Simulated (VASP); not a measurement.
**SbPb: single point with LDA**

Crystal: SbPb.

```
Sb Pb
1.0
     0.00000    3.07459    3.07459
     3.07459    0.00000    3.07459
     3.07459    3.07459    0.00000
Sb Pb
1 1
Direct
  0.50000 0.50000 0.50000
  0.00000 0.00000 0.00000
```

* Program: VASP 6.6.1
* Task: single point
* Functional: LDA
* Potentials or basis: VASP PAW LDA potentials, release 64 (Sb, Pb_d)
* Cutoff: 520 eV
* k mesh: 8 × 8 × 8
* Occupations: fermi-dirac, width 0.05 eV
* Spin: no spin polarisation
* Dipole correction: no
* Further INCAR settings: ALGO = Normal; EDIFF = 1e-06; NBANDS = 16

```yaml
Pressure: 1.5 GPa
```

Levels at points of the mesh, in eV from the Fermi level:
| k point | band 8 | band 9 | band 10 | band 11 | band 12 | band 13 |
| --- | --- | --- | --- | --- | --- | --- |
| (0.00, 0.00, 0.00) | -0.70 | -0.70 | -0.70 | 4.81 | 4.81 | 4.81 |
| (0.50, 0.00, 0.00) | 0.13 | 0.13 | 1.12 | 1.21 | 1.21 | 1.33 |
| (0.50, 0.50, 0.00) | -5.04 | -2.79 | -2.79 | 3.00 | 7.07 | 7.07 |

It used 56 s of CPU time on 1 thread of AMD EPYC 7R13 Processor (Zen 3), on a shared host.

Caveat: spin-orbit coupling is left out, which moves the levels of the heavy elements.
